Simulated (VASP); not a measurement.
# Mg2Mn3VS8 (R-3m) in VASP: electric field gradients with PBE

Aim: the electric field gradients of Mg2Mn3VS8 with PBE.

All numbers are computed with VASP 6.6.1; they aren't measurements. Logs are shortened: lines on timing, memory, paths and dates and some standing lists are left out, and cuts for length are marked.

**1. The cell of the first run**

It takes space group R-3m (No. 166, trigonal). The conventional cell has a = 7.262 Å, b = 7.262 Å, c = 17.812 Å, α = 90.00°, β = 90.00°, γ = 120.00°. Within 3.2 Å of Mg (site symmetry 3m) lie 4 S at 2.44 Å. Within 3.2 Å of Mn (site symmetry 2/m) lie 6 S at 2.45 to 2.46 Å. Within 3.2 Å of V (site symmetry -3m) lie 6 S at 2.44 Å. Within 3.3 Å of S (site symmetry 3m) lie 1 Mg at 2.44 Å and 3 Mn at 2.45 Å and 3 S at 3.29 Å. S (site symmetry m) has 1 V at 2.44 Å and 1 Mg at 2.44 Å and 2 Mn at 2.46 Å and 3 S at 3.27 to 3.29 Å within 3.3 Å.

**2. Electric field gradients, PBE, collinear spin, ferromagnetic start**

Contents of INCAR:

```
SYSTEM = Mg2Mn3VS8
PREC = Accurate ; ENCUT = 520
EDIFF = 1E-8 ; ISMEAR = -1
SIGMA = 0.02 ; LREAL = .False.
LASPH = .True. ; NELM = 150
ALGO = Normal ; ISIF = 2
LWAVE = .False. ; LCHARG = .False.
ISPIN = 2 ; MAGMOM = 0 0 4 4 4 2 0 0 0 0 0 0 0 0
LORBIT = 11 ; LMAXMIX = 4
GGA = PE ; LEFG = .True.
NBANDS = 69 ; KPAR = 4
```

Contents of KPOINTS:

```
regular mesh
0
Gamma
  5 5 5
  0 0 0
```

Contents of POSCAR:

```
Mg2Mn3VS8
1.0
    3.6310406882      2.0963823188      5.9374671835
   -3.6310406882      2.0963823188      5.9374671835
    0.0000000000     -4.1927646375      5.9374671835
Mg Mn V S
2 3 1 8
Direct
    0.8749056300      0.8749056300      0.8749056300
    0.1250943700      0.1250943700      0.1250943700
    0.5000000000      0.5000000000      0.0000000000
    0.0000000000      0.5000000000      0.5000000000
    0.5000000000      0.0000000000      0.5000000000
    0.5000000000      0.5000000000      0.5000000000
    0.7378815300      0.7378815300      0.7378815300
    0.2632462700      0.2632462700      0.7134734100
    0.2632462700      0.7134734100      0.2632462700
    0.7134734100      0.2632462700      0.2632462700
    0.7367537300      0.2865265900      0.7367537300
    0.2865265900      0.7367537300      0.7367537300
    0.2621184700      0.2621184700      0.2621184700
    0.7367537300      0.7367537300      0.2865265900
```

Potentials or basis: VASP PAW PBE potentials, release 64 (Mg, Mn_pv, V_sv, S).

Run with:

```
$ cat potpaw_PBE.64/Mg/POTCAR potpaw_PBE.64/Mn_pv/POTCAR potpaw_PBE.64/V_sv/POTCAR potpaw_PBE.64/S/POTCAR > POTCAR
$ mpirun -np 4 vasp_std > vasp.out
```

OUTCAR:

```text
SYSTEM = Mg2Mn3VS8
   PREC = Accurate
   ENCUT = 520
   EDIFF = 1E-8
   ISMEAR = -1
   LREAL = .False.
   LASPH = .True.
   NELM = 150
   ISIF = 2
   ISPIN = 2
   LORBIT = 11
   GGA = PE

 ion  position               nearest neighbor table
   1  0.875  0.875  0.875-   7 2.44  14 2.44  12 2.44  11 2.44
   2  0.125  0.125  0.125-  13 2.44   8 2.44  10 2.44   9 2.44
   3  0.500  0.500  0.000-   7 2.45  13 2.45  10 2.46  11 2.46  12 2.46   9 2.46
   4  0.000  0.500  0.500-   7 2.45  13 2.45   8 2.46  14 2.46   9 2.46  11 2.46
   5  0.500  0.000  0.500-   7 2.45  13 2.45   8 2.46  14 2.46  10 2.46  12 2.46
   6  0.500  0.500  0.500-   9 2.44  10 2.44  11 2.44  12 2.44   8 2.44  14 2.44
   7  0.738  0.738  0.738-   1 2.44   4 2.45   5 2.45   3 2.45
   8  0.263  0.263  0.713-   6 2.44   2 2.44   5 2.46   4 2.46
   9  0.263  0.713  0.263-   6 2.44   2 2.44   3 2.46   4 2.46
  10  0.713  0.263  0.263-   6 2.44   2 2.44   3 2.46   5 2.46
  11  0.737  0.287  0.737-   6 2.44   1 2.44   3 2.46   4 2.46
  12  0.287  0.737  0.737-   6 2.44   1 2.44   3 2.46   5 2.46
  13  0.262  0.262  0.262-   2 2.44   4 2.45   5 2.45   3 2.45
  14  0.737  0.737  0.287-   6 2.44   1 2.44   5 2.46   4 2.46

  LATTYP: Found a trigonal (rhomboedric) cell.
 ALAT       =     7.2686169153
 COS(alpha) =     0.5008987405

  Lattice vectors:

 A1 = (   3.6310406882,   2.0963823188,   5.9374671835)
 A2 = (  -3.6310406882,   2.0963823188,   5.9374671835)
 A3 = (   0.0000000000,  -4.1927646375,   5.9374671835)

Analysis of symmetry for initial positions (statically):
=====================================================================
 Subroutine PRICEL returns:
 Original cell was already a primitive cell.

 Routine SETGRP: Setting up the symmetry group for a
 trigonal (rhombohedral) supercell.

 Subroutine GETGRP returns: Found 12 space group operations
 (whereof 12 operations were pure point group operations)
 out of a pool of 12 trial point group operations.

The static configuration has the point symmetry D_3d.

Analysis of symmetry for dynamics (positions and initial velocities):
=====================================================================
 Subroutine PRICEL returns:
 Original cell was already a primitive cell.

 Routine SETGRP: Setting up the symmetry group for a
 trigonal (rhombohedral) supercell.

 Subroutine GETGRP returns: Found 12 space group operations
 (whereof 12 operations were pure point group operations)
 out of a pool of 12 trial point group operations.

The dynamic configuration has the point symmetry D_3d.

Analysis of structural, dynamic, and magnetic symmetry:
=====================================================================
 Subroutine PRICEL returns:
 Original cell was already a primitive cell.

 Routine SETGRP: Setting up the symmetry group for a
 trigonal (rhombohedral) supercell.

 Subroutine GETGRP returns: Found 12 space group operations
 (whereof 12 operations were pure point group operations)
 out of a pool of 12 trial point group operations.

The overall configuration has the point symmetry D_3d.

 Subroutine INISYM returns: Found 12 space group operations
 (whereof 12 operations are pure point group operations),
 and found     1 'primitive' translations

----------------------------------------------------------------------------------------

                                     Primitive cell

  volume of cell :     271.1778

  direct lattice vectors                    reciprocal lattice vectors
     3.631040688  2.096382319  5.937467183     0.137701569  0.079502038  0.056140661
    -3.631040688  2.096382319  5.937467183    -0.137701569  0.079502038  0.056140661
     0.000000000 -4.192764637  5.937467183     0.000000000 -0.159004076  0.056140661

  length of vectors
     7.268616915  7.268616915  7.268616915     0.168624049  0.168624049  0.168624049

  position of ions in fractional coordinates (direct lattice)
     0.874905630  0.874905630  0.874905630
     0.125094370  0.125094370  0.125094370
     0.500000000  0.500000000  0.000000000
     0.000000000  0.500000000  0.500000000
     0.500000000  0.000000000  0.500000000
     0.500000000  0.500000000  0.500000000
     0.737881530  0.737881530  0.737881530
     0.263246270  0.263246270  0.713473410
     0.263246270  0.713473410  0.263246270
     0.713473410  0.263246270  0.263246270
     0.736753730  0.286526590  0.736753730
     0.286526590  0.736753730  0.736753730
     0.262118470  0.262118470  0.262118470
     0.736753730  0.736753730  0.286526590

  ion indices of the primitive-cell ions
[... 142 lines left out ...]
      3     -45.8012      1.00000
      4     -45.8012      1.00000
      5     -45.7859      1.00000
      6     -45.7859      1.00000
[... 1262 lines left out ...]
     63       5.4853      0.00000
     64       6.7603      0.00000
 Fermi energy:         4.9409507185

 spin component 2

 k-point     1 :       0.0000    0.0000    0.0000
  band No.  band energies     occupation
      1     -58.3316      1.00000
      2     -41.7860      1.00000
      3     -41.7800      1.00000
      4     -41.7800      1.00000
      5     -41.7750      1.00000
      6     -41.7750      1.00000
[... 1262 lines left out ...]
     63       7.1770      0.00000
     64       7.5091      0.00000
 [bands above 64 left out]

------------------------ aborting loop because EDIFF is reached ----------------------------------------

  FORCE on cell =-STRESS in cart. coord.  units (eV):
  Direction    XX          YY          ZZ          XY          YZ          ZX
  --------------------------------------------------------------------------------------
  -------------------------------------------------------------------------------------
  Total        0.0936093      0.0936093      0.4249118      0.0000000      0.0000000      0.0000000
  in kB        0.5530644      0.5530644      2.5104715      0.0000000      0.0000000      0.0000000
  external PRESSURE =       1.2055334 kB  Pullay stress =       0.0000000 kB

 VOLUME and BASIS-vectors are now :
 -----------------------------------------------------------------------------
  energy-cutoff  :      520.00
  volume of cell :      271.18
      direct lattice vectors                 reciprocal lattice vectors
     3.631040688  2.096382319  5.937467183     0.137701569  0.079502038  0.056140661
    -3.631040688  2.096382319  5.937467183    -0.137701569  0.079502038  0.056140661
     0.000000000 -4.192764637  5.937467183     0.000000000 -0.159004076  0.056140661

 POSITION                                       TOTAL-FORCE (eV/Angst)
 -----------------------------------------------------------------------------------
      0.00000      0.00000     15.58417         0.000000      0.000000      0.001884
      0.00000      0.00000      2.22823         0.000000     -0.000000     -0.001884
      0.00000      2.09638      5.93747         0.000000      0.000000      0.000000
     -1.81552     -1.04819      5.93747         0.000000      0.000000      0.000000
      1.81552     -1.04819      5.93747         0.000000     -0.000000      0.000000
      0.00000      0.00000      8.90620         0.000000      0.000000      0.000000
      0.00000      0.00000     13.14344         0.000000     -0.000000     -0.063361
      0.00000     -1.88770      7.36226         0.000000     -0.006796      0.022370
     -1.63479      0.94385      7.36226        -0.005886      0.003398      0.022370
      1.63479      0.94385      7.36226         0.005886      0.003398      0.022370
      1.63479     -0.94385     10.45014         0.005886     -0.003398     -0.022370
     -1.63479     -0.94385     10.45014        -0.005886     -0.003398     -0.022370
      0.00000      0.00000      4.66896         0.000000      0.000000      0.063361
      0.00000      1.88770     10.45014         0.000000      0.006796     -0.022370
 -----------------------------------------------------------------------------------
    total drift:                               -0.000000     -0.000000      0.000000

  FREE ENERGIE OF THE ION-ELECTRON SYSTEM (eV)
  ---------------------------------------------------
  free  energy   TOTEN  =       -83.5075287351 eV

  energy  without entropy=      -83.4928222930  energy(sigma->0) =      -83.50017551

 Electric field gradients (V/A^2)
---------------------------------------------------------------------
 ion       V_xx      V_yy      V_zz      V_xy      V_xz      V_yz
---------------------------------------------------------------------
   1      -0.503    -0.503     1.005     0.000    -0.000    -0.000
   2      -0.503    -0.503     1.005    -0.000     0.000    -0.000
   3       5.375    -7.148     1.773     0.000    -0.000     3.227
   4      -4.017     2.244     1.773    -5.423    -2.794    -1.613
   5      -4.017     2.244     1.773     5.423     2.794    -1.613
   6       4.255     4.255    -8.511     0.000    -0.000    -0.000
   7       6.714     6.714   -13.427    -0.000    -0.000    -0.000
   8      28.995   -18.743   -10.251     0.000    -0.000   -14.251
   9      -6.809    17.060   -10.251    20.671   -12.341     7.125
  10      -6.809    17.060   -10.251   -20.671    12.341     7.125
  11      -6.809    17.060   -10.251    20.671   -12.341     7.125
  12      -6.809    17.060   -10.251   -20.671    12.341     7.125
  13       6.714     6.714   -13.427     0.000     0.000    -0.000
  14      28.995   -18.743   -10.251     0.000    -0.000   -14.251
---------------------------------------------------------------------

 Electric field gradients after diagonalization (V/A^2)
 (convention: |V_zz| > |V_xx| > |V_yy|)
----------------------------------------------------------------------
 ion       V_xx      V_yy      V_zz     asymmetry (V_yy - V_xx)/ V_zz
----------------------------------------------------------------------
   1      -0.503    -0.503     1.005       0.000
   2      -0.503    -0.503     1.005       0.000
   3       5.375     2.818    -8.193       0.312
   4       5.375     2.818    -8.193       0.312
   5       5.375     2.818    -8.193       0.312
   6       4.255     4.255    -8.511       0.000
   7       6.714     6.714   -13.427       0.000
   8      28.995     0.372   -29.367       0.975
   9      28.995     0.372   -29.367       0.975
  10      28.995     0.372   -29.367       0.975
  11      28.995     0.372   -29.367       0.975
  12      28.995     0.372   -29.367       0.975
  13       6.714     6.714   -13.427       0.000
  14      28.995     0.372   -29.367       0.975
----------------------------------------------------------------------

           NMR quadrupolar parameters

 Cq : quadrupolar parameter    Cq=e*Q*V_zz/h
 eta: asymmetry parameters     (V_yy - V_xx)/ V_zz
 Q  : nuclear electric quadrupole moment in mb (millibarn)
----------------------------------------------------------------------
 ion       Cq(MHz)       eta       Q (mb)
----------------------------------------------------------------------
   1       0.002       0.000       1.000
   2       0.002       0.000       1.000
   3      -0.020       0.312       1.000
   4      -0.020       0.312       1.000
   5      -0.020       0.312       1.000
   6      -0.021       0.000       1.000
   7      -0.032       0.000       1.000
   8      -0.071       0.975       1.000
   9      -0.071       0.975       1.000
  10      -0.071       0.975       1.000
  11      -0.071       0.975       1.000
  12      -0.071       0.975       1.000
  13      -0.032       0.000       1.000
  14      -0.071       0.975       1.000
----------------------------------------------------------------------

 total charge

# of ion       s       p       d       tot
------------------------------------------
    1        0.170   0.144   0.037   0.351
    2        0.170   0.144   0.037   0.351
    3        0.268   6.254   4.881  11.403
    4        0.268   6.254   4.881  11.403
    5        0.268   6.254   4.881  11.403
    6        2.219   6.188   2.961  11.368
    7        1.334   2.408   0.000   3.742
    8        1.331   2.421   0.000   3.752
    9        1.331   2.421   0.000   3.752
   10        1.331   2.421   0.000   3.752
   11        1.331   2.421   0.000   3.752
   12        1.331   2.421   0.000   3.752
   13        1.334   2.408   0.000   3.742
   14        1.331   2.421   0.000   3.752
--------------------------------------------------
tot         14.017  44.579  17.679  76.274

 magnetization (x)

# of ion       s       p       d       tot
------------------------------------------
    1        0.010   0.008   0.001   0.020
    2        0.010   0.008   0.001   0.020
    3        0.037   0.038   3.661   3.736
    4        0.037   0.038   3.661   3.736
    5        0.037   0.038   3.661   3.736
    6        0.027   0.026   1.845   1.898
    7        0.009  -0.035   0.000  -0.027
    8        0.005  -0.040   0.000  -0.034
    9        0.005  -0.040   0.000  -0.034
   10        0.005  -0.040   0.000  -0.034
   11        0.005  -0.040   0.000  -0.034
   12        0.005  -0.040   0.000  -0.034
   13        0.009  -0.035   0.000  -0.027
   14        0.005  -0.040   0.000  -0.034
--------------------------------------------------
tot          0.209  -0.155  12.830  12.884
```

Run time: 7.4 min. Hardware: 4 MPI ranks of AMD EPYC 7R13 (Zen 3), shared host; peak memory 0.88 GiB.

What came out:

| Property | Result |
| --- | --- |
| Free energy | -83.5075 eV |
| Pressure | 0.1 GPa |
| Largest force | 0.063 eV/Å |
| Band gap on the k mesh | zero (filled and empty bands overlap) |
| Net moment | 13.99 μB per cell |
| Site moments | Mg +0.02; Mn +3.74; V +1.90; S -0.03 μB |
| Largest electric field gradient by atom | Mg +1.0; Mn -8.2; V -8.5; S -13.4, -29.4 (each value once) V/Å² |
| Valence electrons inside the program's atomic spheres | Mg 0.35; Mn 11.40; V 11.37; S 3.74, 3.75 (each value once) |

Forces on the atoms (eV/Å):
```
Mg   0.000  0.000  0.002
Mg   0.000  0.000 -0.002
Mn   0.000  0.000  0.000
Mn   0.000  0.000  0.000
Mn   0.000  0.000  0.000
V    0.000  0.000  0.000
S    0.000  0.000 -0.063
S    0.000 -0.007  0.022
S   -0.006  0.003  0.022
S    0.006  0.003  0.022
S    0.006 -0.003 -0.022
S   -0.006 -0.003 -0.022
S    0.000  0.000  0.063
S    0.000  0.007 -0.022
```

Levels at points of the mesh, in eV from the Fermi level:
Spin up:
| k point | band 56 | band 57 | band 58 | band 59 | band 60 | band 61 | band 62 | band 63 |
| --- | --- | --- | --- | --- | --- | --- | --- | --- |
| (0.00, 0.00, 0.00) | -0.67 | -0.67 | 0.41 | 0.41 | 0.52 | 0.69 | 0.87 | 0.87 |
Spin down:
| k point | band 42 | band 43 | band 44 | band 45 | band 46 | band 47 | band 48 | band 49 |
| --- | --- | --- | --- | --- | --- | --- | --- | --- |
| (0.00, 0.00, 0.00) | -2.24 | -1.13 | -1.13 | -1.08 | 0.02 | 0.02 | 0.11 | 0.67 |

Electric field gradients, principal values (V/Å²):
```tsv
atom	least	middle	greatest (by size)
1 Mg	-0.503	-0.503	1.005
2 Mg	-0.503	-0.503	1.005
3 Mn	2.818	5.375	-8.193
4 Mn	2.818	5.375	-8.193
5 Mn	2.818	5.375	-8.193
6 V	4.255	4.255	-8.511
7 S	6.714	6.714	-13.427
8 S	0.372	28.995	-29.367
9 S	0.372	28.995	-29.367
10 S	0.372	28.995	-29.367
11 S	0.372	28.995	-29.367
12 S	0.372	28.995	-29.367
13 S	6.714	6.714	-13.427
14 S	0.372	28.995	-29.367
```

Caveat: without QUAD_EFG the Cq values of the log hold for a quadrupole moment of 1 mb, not for the nuclei; semilocal functionals often make such compounds metallic where correlation or magnetic order opens a gap, which also shifts bond lengths; the run started ferromagnetic, and an antiferromagnetic order may lie lower in energy.
